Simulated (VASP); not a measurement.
A run of VASP 6.6.1 is set up as follows.

The input INCAR:

```
PREC     = Accurate       # precision mode
ENCUT    = 520            # plane-wave cutoff, eV
EDIFF    = 1E-6           # SCF threshold, eV
ISMEAR   = 0              # smearing method
SIGMA    = 0.1            # smearing width, eV
LREAL    = F              # projectors in reciprocal space
LASPH    = T              # aspherical terms in the spheres
NELM     = 150            # most SCF steps
ALGO     = Normal         # electronic algorithm
ISIF     = 2              # what is computed and relaxed
LWAVE    = F              # write WAVECAR
LCHARG   = T              # write CHGCAR
ISPIN    = 2              # spin polarisation
MAGMOM   = 4.6 4.6 0.15 0.15 # initial moments
LORBIT   = 11             # projections on sites
LMAXMIX  = 4              # l up to which the mixer works
GGA      = PE             # functional
LELF     = T              # ELF
LVHAR    = T            
NBANDS   = 31             # bands
```

File KPOINTS:

```
Automatic mesh
0
Gamma
  12 12 8
```

The input POSCAR:

```
MnS
1.0
    4.0116313632      0.0000000000      0.0000000000
   -2.0058156816      3.4741746711      0.0000000000
    0.0000000000      0.0000000000      6.4620996353
Mn S
2 2
Direct
    0.0000000000      0.0000000000     -0.0021140091
    0.3333333333      0.6666666667      0.4978859909
    0.0000000000      0.0000000000      0.3771140091
    0.3333333333      0.6666666667      0.8771140091
```

Potentials or basis: VASP PAW PBE potentials, release 64 (Mn_pv, S).

Launch:

```sh
$ cat potpaw_PBE.64/Mn_pv/POTCAR potpaw_PBE.64/S/POTCAR > POTCAR
$ mpirun -np 1 vasp_std > vasp.out
```

(1) What does it give for the site moments?

(2) What does it give for the pressure?

(3) Predict the net moment.

(4) What does it give for the band gap on the k mesh?

Results:

(1) Mn +4.38; S +0.10 μB.

(2) 0.0 GPa.

(3) 9.98 μB per cell.

(4) zero (filled and empty bands overlap).

Caveat: semilocal functionals often make such compounds metallic where correlation or magnetic order opens a gap, which also shifts bond lengths; only a ferromagnetic start was run, and an antiferromagnetic order may lie lower in energy.
